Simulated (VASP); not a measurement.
# Si (P6_3/mmc) in VASP: settings compared

Aim: see how the results for Si move with the level of theory and the settings. Levels: r2SCAN, HSE06. Tasks: single point.

Program: VASP 6.6.1. These are calculated values, not measurements. Logs are shortened: lines on timing, memory, paths and dates and some standing lists are left out, and cuts for length are marked.

## 1. The cell of the first run

It takes space group P6_3/mmc (No. 194, hexagonal). Conventional cell: a = 3.832 Å, b = 3.832 Å, c = 6.011 Å, α = 90.00°, β = 90.00°, γ = 120.00°. Si (site symmetry 3m) has 4 Si at 2.29 to 2.32 Å within 3.0 Å.

## 2. Single point, r2SCAN (uniaxial z strain -5.2%)

POSCAR reads:

```
Si
1.0
    3.8321295414      0.0000000000      0.0000000000
   -1.9160647707      3.3187215334      0.0000000000
    0.0000000000      0.0000000000      6.0108394873
Si
4
Direct
    0.3333333333      0.6666666667     -0.0033707419
    0.6666666667      0.3333333333      0.4966292581
    0.3333333333      0.6666666667      0.3783707419
    0.6666666667      0.3333333333      0.8783707419
```

INCAR.step1 reads:

```
SYSTEM = Si
  PREC = Accurate
  ENCUT = 520
  ISMEAR = -1
  SIGMA = 0.02
  LREAL = .FALSE.
  LASPH = .TRUE.
  NELM = 100
  NBANDS = 16
  GGA = PE
  ALGO = Normal
  EDIFF = 1E-4
  LWAVE = .TRUE.
  LCHARG = .FALSE.
```

INCAR.step2 reads:

```
SYSTEM = Si
  PREC = Accurate
  ENCUT = 520
  EDIFF = 1E-6
  ISMEAR = -1
  SIGMA = 0.02
  LREAL = .FALSE.
  LASPH = .TRUE.
  NELM = 100
  ALGO = Normal
  ISIF = 2
  LWAVE = .FALSE.
  LCHARG = .FALSE.
  METAGGA = R2SCAN
  LMIXTAU = .TRUE.
  NBANDS = 16
  ISTART = 1
```

KPOINTS reads:

```
Automatic mesh
0
G
  12 12 4
  0 0 0
```

Potentials or basis: VASP PAW PBE potentials, release 64 (Si).

Started as:

```bash
> cat potpaw_PBE.64/Si/POTCAR > POTCAR
> cp INCAR.step1 INCAR
> mpirun -np 1 vasp_std > vasp.out
> cp INCAR.step2 INCAR
> mpirun -np 1 vasp_std > vasp.out
```

OUTCAR:

```text
SYSTEM = Si
   PREC = Accurate
   ENCUT = 520
   EDIFF = 1E-6
   ISMEAR = -1
   LREAL = .FALSE.
   LASPH = .TRUE.
   NELM = 100
   ISIF = 2
   METAGGA = R2SCAN
   ISTART = 1

 ion  position               nearest neighbor table
   1  0.333  0.667  0.997-   3 2.29   4 2.32   4 2.32   4 2.32
   2  0.667  0.333  0.497-   4 2.29   3 2.32   3 2.32   3 2.32
   3  0.333  0.667  0.378-   1 2.29   2 2.32   2 2.32   2 2.32
   4  0.667  0.333  0.878-   2 2.29   1 2.32   1 2.32   1 2.32

  LATTYP: Found a hexagonal cell.
 ALAT       =     3.8321295414
 C/A-ratio  =     1.5685376557

  Lattice vectors:

 A1 = (   3.8321295414,   0.0000000000,   0.0000000000)
 A2 = (  -1.9160647707,   3.3187215334,   0.0000000000)
 A3 = (   0.0000000000,   0.0000000000,   6.0108394873)

Analysis of symmetry for initial positions (statically):
=====================================================================
 Subroutine PRICEL returns:
 Original cell was already a primitive cell.

 Routine SETGRP: Setting up the symmetry group for a
 hexagonal supercell.

 Subroutine GETGRP returns: Found 24 space group operations
 (whereof  6 operations were pure point group operations)
 out of a pool of 24 trial point group operations.

The static configuration has the point symmetry C_3v.
 The point group associated with its full space group is D_6h.

Analysis of symmetry for dynamics (positions and initial velocities):
=====================================================================
 Subroutine PRICEL returns:
 Original cell was already a primitive cell.

 Routine SETGRP: Setting up the symmetry group for a
 hexagonal supercell.

 Subroutine GETGRP returns: Found 24 space group operations
 (whereof  6 operations were pure point group operations)
 out of a pool of 24 trial point group operations.

The dynamic configuration has the point symmetry C_3v.
 The point group associated with its full space group is D_6h.

 Subroutine INISYM returns: Found 24 space group operations
 (whereof  6 operations are pure point group operations),
 and found     1 'primitive' translations

----------------------------------------------------------------------------------------

                                     Primitive cell

  volume of cell :      76.4445

  direct lattice vectors                    reciprocal lattice vectors
     3.832129541  0.000000000  0.000000000     0.260951513  0.150660426  0.000000000
[... 86 lines left out ...]
   LSORBIT =      F    spin-orbit coupling
   LASPH  =      T    aspherical Exc in radial PAW
   ENCUT  =  520.0 eV  38.22 Ry    6.18 a.u.   7.13  7.13 11.18*2*pi/ulx,y,z
   NELM   =    100;   NELMIN=  2; NELMDL=  0     # of ELM steps
   EDIFF  = 0.1E-05   stopping-criterion for ELM
   LREAL  =      F    real-space projection
   EDIFFG = 0.1E-04   stopping-criterion for IOM
   NSW    =      0    number of steps for IOM
   IBRION =     -1    ionic relax: 0-MD 1-quasi-New 2-CG
   NFREE  =      0    steps in history (QN), initial steepest desc. (CG)
   ISIF   =      2    stress and relaxation
   ISYM   =      2    0-nonsym 1-usesym 2-fastsym
   POTIM  = 0.5000    time-step for ionic-motion
   TEBEG  =    0.0;   TEEND  =   0.0 temperature during run
   PSTRESS=    0.0 pullay stress
   NELECT =      16.0000    total number of electrons
   NUPDOWN=      -1.0000    fix difference up-down
   EMIN   =  10.00;   EMAX   =-10.00  energy-range for DOS
   EFERMI =   0.00;   METHOD = LEGACY
   ISMEAR =    -1;   SIGMA  =   0.02  broadening in eV -4-tet -1-fermi 0-gaus
   EFERMI_NEDOS =   21; number of points for ismear=-14 and -15
   IALGO  =     38    algorithm
   IMIX   =      4    mixing-type and parameters
     AMIX     =   0.40;   BMIX     =  1.00
     AMIX_MAG =   1.60;   BMIX_MAG =  1.00
  volume/ion in A,a.u.               =      19.11       128.97
  Fermi-wavevector in a.u.,A,eV,Ry     =   0.972000  1.836813 12.854558  0.944783
  Thomas-Fermi vector in A             =   2.102263
   LORBIT       =      0    0 simple, 1 ext, 2 COOP (PROOUT), +10 PAW based schemes
   METAGGA = R2SCAN    functional components
   LHFCALC =     F    Hartree Fock is set to
   AEXX    =    0.0000 exact exchange contribution
   IVDW    =     0    specifies the selected vdW correction
   LEPSILON=     F    determine dielectric tensor
   LRPA    =     F    only Hartree local field effects (RPA)
 non-spin polarized calculation
  energy-cutoff  :      520.00
  volume of cell :       76.44
 maximum number of plane-waves:      2085
 NGX is ok and might be reduce to    30
   NGX = 15   NGY = 15   NGZ = 23

 number of electron      16.0000000 magnetization

 Free energy of the ion-electron system (eV)
  ---------------------------------------------------
  ext. energy  EPLUGINS =         0.00000000
  ---------------------------------------------------
  free energy    TOTEN  =       -34.88825460 eV

  energy without entropy =      -34.88825088  energy(sigma->0) =      -34.88825274

 E-fermi :   6.5792     XC(G=0): -10.0350

 val. band max:        6.4641161612   @ k =   0.0000   0.0000   0.0000
 cond. band min:       6.7139959302   @ k =   0.5000   0.0000   0.0000
 fundamental gap:      0.2498797690
 Fermi energy:         6.5791981973

 k-point     1 :       0.0000    0.0000    0.0000
  band No.  band energies     occupation
      1      -6.6627      2.00000
      2      -3.8096      2.00000
      3      -1.1809      2.00000
      4       4.4725      2.00000
      5       4.4725      2.00000
      6       6.4107      1.99956
[... 433 lines left out ...]
      3      -0.7625      2.00000
      4       1.2037      2.00000
      5       1.9403      2.00000
      6       3.3610      2.00000
[... 8 lines left out ...]
     15      13.8172      0.00000
     16      14.2484      0.00000

 [... further k-points ...]
[... 5 lines left out ...]
  --------------------------------------------------------------------------------------
  -------------------------------------------------------------------------------------
  Total        0.9719223      0.9719223      6.2144164      0.0000000      0.0000000     -0.0000000
  in kB       20.3702330     20.3702330    130.2461246      0.0000000      0.0000000     -0.0000000
  external PRESSURE =      56.9955302 kB  Pullay stress =       0.0000000 kB

 VOLUME and BASIS-vectors are now :
 -----------------------------------------------------------------------------
  energy-cutoff  :      520.00
  volume of cell :       76.44
      direct lattice vectors                 reciprocal lattice vectors
     3.832129541  0.000000000  0.000000000     0.260951513  0.150660426  0.000000000
    -1.916064771  3.318721533  0.000000000     0.000000000  0.301320852  0.000000000
     0.000000000  0.000000000  6.010839487     0.000000000  0.000000000  0.166366113

 POSITION                                       TOTAL-FORCE (eV/Angst)
 -----------------------------------------------------------------------------------
     -0.00000      2.21248      5.99058        -0.000000      0.000000      0.004341
      1.91606      1.10624      2.98516         0.000000     -0.000000      0.004341
     -0.00000      2.21248      2.27433        -0.000000      0.000000     -0.004341
      1.91606      1.10624      5.27975         0.000000     -0.000000     -0.004341
 -----------------------------------------------------------------------------------
    total drift:                               -0.000000      0.000000     -0.000000

  FREE ENERGIE OF THE ION-ELECTRON SYSTEM (eV)
  ---------------------------------------------------
  free  energy   TOTEN  =       -34.8882546030 eV

  energy  without entropy=      -34.8882508780  energy(sigma->0) =      -34.88825274
```

Wall time 2.1 min (1 thread of Intel Xeon 6975P-C (Granite Rapids), shared host); peak memory 0.22 GiB.

Results:

```
Free energy            : -34.8883 eV
Pressure               : 5.7 GPa
Largest force          : 0.004 eV/Å
Band gap on the k mesh : 0.25 eV, indirect (least direct gap 0.88 eV)
```

Forces in eV/Å, atoms in the order of the input:
```
Si   0.000  0.000  0.004
Si   0.000  0.000  0.004
Si   0.000  0.000 -0.004
Si   0.000  0.000 -0.004
```

Levels at points of the mesh, in eV from the valence-band top:
```
           k point  band 6  band 7  band 8  band 9  band 10  band 11
(0.00, 0.00, 0.00)   -0.05   -0.05    0.00    0.88     1.92     1.92
(0.50, 0.00, 0.00)   -3.59   -3.20   -1.55    0.25     2.78     3.29
(0.00, 0.00, 0.50)   -1.25   -1.25   -1.25    1.84     1.84     3.05
(0.50, 0.00, 0.50)   -2.81   -2.34   -2.34    1.16     1.16     2.09
```

Caveat: the cell differs from its parent crystal (uniaxial z strain -5.2%); the PAW data sets were made with another functional, which shifts forces and pressure a little.

## 3. Single point, HSE06 (strain -2.1%)

POSCAR reads:

```
Si
1.0
    3.7505051821      0.0000000000      0.0000000000
   -1.8752525911      3.2480327647      0.0000000000
    0.0000000000      0.0000000000      6.2061489674
Si
4
Direct
    0.3333333333      0.6666666667      0.0007257276
    0.6666666667      0.3333333333      0.5007257276
    0.3333333333      0.6666666667      0.3742742724
    0.6666666667      0.3333333333      0.8742742724
```

INCAR.step1 reads:

```
ALGO = Normal
EDIFF = 1E-5
ENCUT = 520
GGA = PE
ISIF = 2
ISMEAR = 0
LASPH = True
LREAL = False
LWAVE = True
NBANDS = 16
NELM = 100
PREC = Accurate
SIGMA = 0.01
```

INCAR.step2 reads:

```
ALGO = Normal
EDIFF = 1E-6
ENCUT = 520
GGA = PE
HFSCREEN = 0.2079
ISIF = 2
ISMEAR = 0
ISTART = 1
LASPH = True
LCHARG = True
LELF = True
LHFCALC = True
LREAL = False
LVHAR = True
LWAVE = False
NBANDS = 16
NELM = 100
PREC = Accurate
PRECFOCK = Normal
SIGMA = 0.01
```

KPOINTS reads:

```
k-points
0
Gamma
  6 6 4
```

Potentials or basis: VASP PAW PBE potentials, release 64 (Si).

Started as:

```bash
> cat potpaw_PBE.64/Si/POTCAR > POTCAR
> cp INCAR.step1 INCAR
> mpirun -np 1 vasp_std > vasp.out
> cp INCAR.step2 INCAR
> mpirun -np 1 vasp_std > vasp.out
```

OUTCAR:

```text
EDIFF = 1E-6
   ENCUT = 520
   GGA = PE
   HFSCREEN = 0.2079
   ISIF = 2
   ISMEAR = 0
   ISTART = 1
   LASPH = True
   LHFCALC = True
   LREAL = False
   NELM = 100
   PREC = Accurate
   PRECFOCK = Normal

 ion  position               nearest neighbor table
   1  0.333  0.667  0.001-   4 2.30   4 2.30   4 2.30   3 2.32
   2  0.667  0.333  0.501-   3 2.30   3 2.30   3 2.30   4 2.32
   3  0.333  0.667  0.374-   2 2.30   2 2.30   2 2.30   1 2.32
[... 604 lines left out ...]

  FORCE on cell =-STRESS in cart. coord.  units (eV):
  Direction    XX          YY          ZZ          XY          YZ          ZX
  --------------------------------------------------------------------------------------
  -------------------------------------------------------------------------------------
  Total        3.1361345      3.1361345      3.0617003     -0.0000000      0.0000000      0.0000000
  in kB       66.4619213     66.4619213     64.8844904     -0.0000000      0.0000000      0.0000000
  external PRESSURE =      65.9361110 kB  Pullay stress =       0.0000000 kB

 VOLUME and BASIS-vectors are now :
 -----------------------------------------------------------------------------
  energy-cutoff  :      520.00
  volume of cell :       75.60
      direct lattice vectors                 reciprocal lattice vectors
     3.750505182  0.000000000  0.000000000     0.266630747  0.153939334  0.000000000
    -1.875252591  3.248032765  0.000000000     0.000000000  0.307878668  0.000000000
     0.000000000  0.000000000  6.206148967     0.000000000  0.000000000  0.161130518

 POSITION                                       TOTAL-FORCE (eV/Angst)
 -----------------------------------------------------------------------------------
     -0.00000      2.16536      0.00450         0.000000      0.000000     -0.024221
      1.87525      1.08268      3.10758        -0.000000     -0.000000     -0.024221
     -0.00000      2.16536      2.32280         0.000000      0.000000      0.024221
      1.87525      1.08268      5.42588        -0.000000     -0.000000      0.024221
 -----------------------------------------------------------------------------------
    total drift:                               -0.000000      0.000000     -0.000000

  FREE ENERGIE OF THE ION-ELECTRON SYSTEM (eV)
  ---------------------------------------------------
  free  energy   TOTEN  =       -24.9443619434 eV

  energy  without entropy=      -24.9443619434  energy(sigma->0) =      -24.94436194
```

OUTCAR.step1:

```text
EDIFF = 1E-5
   ENCUT = 520
   GGA = PE
   ISIF = 2
[... 626 lines left out ...]
     -0.00000      2.16536      0.00450         0.000000      0.000000     -0.013908
      1.87525      1.08268      3.10758         0.000000     -0.000000     -0.013908
     -0.00000      2.16536      2.32280        -0.000000      0.000000      0.013908
      1.87525      1.08268      5.42588         0.000000     -0.000000      0.013908
 -----------------------------------------------------------------------------------
    total drift:                               -0.000000      0.000000     -0.000000

  FREE ENERGIE OF THE ION-ELECTRON SYSTEM (eV)
  ---------------------------------------------------
  free  energy   TOTEN  =       -21.4823340656 eV

  energy  without entropy=      -21.4823340656  energy(sigma->0) =      -21.48233407
```

OSZICAR.step1:

```text
N       E                     dE             d eps       ncg     rms          rms(c)
DAV:   1     0.273569256737E+02    0.27357E+02   -0.61684E+03   672   0.830E+02
DAV:   2    -0.200735880379E+02   -0.47431E+02   -0.42723E+02   904   0.126E+02
DAV:   3    -0.219032376075E+02   -0.18296E+01   -0.18157E+01   928   0.229E+01
DAV:   4    -0.219249116611E+02   -0.21674E-01   -0.21666E-01   816   0.316E+00
DAV:   5    -0.219252674239E+02   -0.35576E-03   -0.35568E-03   928   0.385E-01    0.745E+00
DAV:   6    -0.216157736591E+02    0.30949E+00   -0.12752E-01   776   0.171E+00    0.457E+00
DAV:   7    -0.214798108305E+02    0.13596E+00   -0.26040E-01   808   0.255E+00    0.304E-01
DAV:   8    -0.214817403545E+02   -0.19295E-02   -0.18659E-02   752   0.697E-01    0.113E-01
DAV:   9    -0.214822186456E+02   -0.47829E-03   -0.64738E-04   912   0.150E-01    0.857E-02
DAV:  10    -0.214823308728E+02   -0.11223E-03   -0.11580E-04   760   0.549E-02    0.123E-02
DAV:  11    -0.214823340656E+02   -0.31927E-05   -0.63441E-06   680   0.143E-02
   1 F= -.21482334E+02 E0= -.21482334E+02  d E =-.349286E-16
```

It took 31 min on 1 thread of Intel Xeon 6975P-C (Granite Rapids), shared host; peak memory 0.31 GiB.

Results:

- Free energy: -24.9444 eV
- Pressure: 6.6 GPa
- Largest force: 0.024 eV/Å
- Band gap on the k mesh: 0.83 eV, indirect (least direct gap 1.89 eV)

Forces on the atoms (eV/Å):
```
Si   0.000  0.000 -0.024
Si   0.000  0.000 -0.024
Si   0.000  0.000  0.024
Si   0.000  0.000  0.024
```

Stress tensor (GPa, compression positive):
```
6.65 0.00 0.00
0.00 6.65 0.00
0.00 0.00 6.49
```

Levels at points of the mesh, in eV from the valence-band top:
```csv
k point,band 6,band 7,band 8,band 9,band 10,band 11
"(0.00, 0.00, 0.00)",-0.44,0.00,0.00,1.89,2.66,2.66
"(0.50, 0.00, 0.00)",-3.58,-3.48,-1.68,0.83,3.15,3.54
"(0.00, 0.00, 0.50)",-1.08,-1.08,-1.08,2.71,2.71,3.74
"(0.50, 0.00, 0.50)",-2.83,-2.83,-2.83,1.50,1.50,2.16
```

Caveat: the cell differs from its parent crystal (strain -2.1%); the PAW data sets were made with another functional, which shifts forces and pressure a little. A k mesh can miss the band edges.

## 4. Single point, HSE06 (uniaxial z strain -5.2%)

POSCAR reads:

```
Si
1.0
    3.8321295414      0.0000000000      0.0000000000
   -1.9160647707      3.3187215334      0.0000000000
    0.0000000000      0.0000000000      6.0108394873
Si
4
Direct
    0.3333333333      0.6666666667     -0.0033707419
    0.6666666667      0.3333333333      0.4966292581
    0.3333333333      0.6666666667      0.3783707419
    0.6666666667      0.3333333333      0.8783707419
```

INCAR.step1 reads:

```
SYSTEM = Si
PREC = Accurate
ENCUT = 520
EDIFF = 1E-5
ISMEAR = -1
SIGMA = 0.02
LREAL = .False.
LASPH = .True.
NELM = 100
ALGO = Normal
ISIF = 2
LWAVE = .True.
LCHARG = .False.
NBANDS = 16
GGA = PE
```

INCAR.step2 reads:

```
SYSTEM = Si
PREC = Accurate
ENCUT = 520
EDIFF = 1E-6
ISMEAR = -1
SIGMA = 0.02
LREAL = .False.
LASPH = .True.
NELM = 100
ALGO = Normal
ISIF = 2
LWAVE = .False.
LCHARG = .False.
GGA = PE
LHFCALC = .True.
HFSCREEN = 0.2079
PRECFOCK = Normal
NBANDS = 16
ISTART = 1
```

KPOINTS reads:

```
Automatic mesh
0
Gamma
  6 6 4
  0 0 0
```

Started as:

```bash
> cat potpaw_PBE.64/Si/POTCAR > POTCAR
> cp INCAR.step1 INCAR
> mpirun -np 1 vasp_std > vasp.out
> cp INCAR.step2 INCAR
> mpirun -np 1 vasp_std > vasp.out
```

It took 18 min on 1 thread of Intel Xeon 6975P-C (Granite Rapids), shared host; peak memory 0.32 GiB.

It converged, with:

| Property | Result |
| --- | --- |
| Free energy | -24.8914 eV |
| Pressure | 5.4 GPa |
| Largest force | 0.022 eV/Å |
| Band gap on the k mesh | 0.62 eV, indirect (least direct gap 1.20 eV) |

Forces on the atoms (eV/Å):
```
Si   0.000  0.000 -0.022
Si   0.000  0.000 -0.022
Si   0.000  0.000  0.022
Si   0.000  0.000  0.022
```

Stress tensor (GPa, compression positive):
```
 1.90  0.00  0.00
 0.00  1.90  0.00
 0.00  0.00 12.28
```

Levels at points of the mesh, in eV from the valence-band top:
| k point | band 4 | band 5 | band 6 | band 7 | band 8 | band 9 | band 10 | band 11 | band 12 | band 13 |
| --- | --- | --- | --- | --- | --- | --- | --- | --- | --- | --- |
| (0.00, 0.00, 0.00) | -2.05 | -2.05 | -0.05 | -0.05 | 0.00 | 1.20 | 2.47 | 2.47 | 3.94 | 5.07 |
| (0.50, 0.00, 0.00) | -6.52 | -5.32 | -3.73 | -3.32 | -1.60 | 0.62 | 3.23 | 3.82 | 4.00 | 6.40 |
| (0.00, 0.00, 0.50) | -4.30 | -1.28 | -1.28 | -1.28 | -1.28 | 2.21 | 2.21 | 3.61 | 3.61 | 3.61 |
| (0.50, 0.00, 0.50) | -8.25 | -2.90 | -2.90 | -2.43 | -2.43 | 1.55 | 1.55 | 2.47 | 2.47 | 6.93 |

Caveat: the cell differs from its parent crystal (uniaxial z strain -5.2%); the PAW data sets were made with another functional, which shifts forces and pressure a little. A k mesh can miss the band edges.

## 5. Overview

```tsv
level	cell	k mesh	smearing	grid for exact exchange (PRECFOCK)	screening parameter	gap on the mesh (eV)	pressure (GPa)	largest force (eV/Å)
r2SCAN	a = 3.832, b = 3.832, c = 6.011 Å, angles 90.0, 90.0, 120.0°, 4 atoms	12 × 12 × 4	fermi-dirac 0.02 eV	-	-	0.25	5.7	-
HSE06	a = 3.751, b = 3.751, c = 6.206 Å, angles 90.0, 90.0, 120.0°, 4 atoms	6 × 6 × 4	gaussian 0.01 eV	Normal	0.2079 1/Å	0.83	6.6	0.02
HSE06	a = 3.832, b = 3.832, c = 6.011 Å, angles 90.0, 90.0, 120.0°, 4 atoms	6 × 6 × 4	fermi-dirac 0.02 eV	Normal	0.2079 1/Å	0.62	5.4	0.02
```

Alike in all rows: task single point; potentials or basis VASP PAW PBE potentials, release 64 (Si); no spin polarisation; cutoff (eV) 520.

Caveats: the PAW data sets were made with another functional, which shifts forces and pressure a little.

Absolute energies hang on the potentials; compare differences alone.
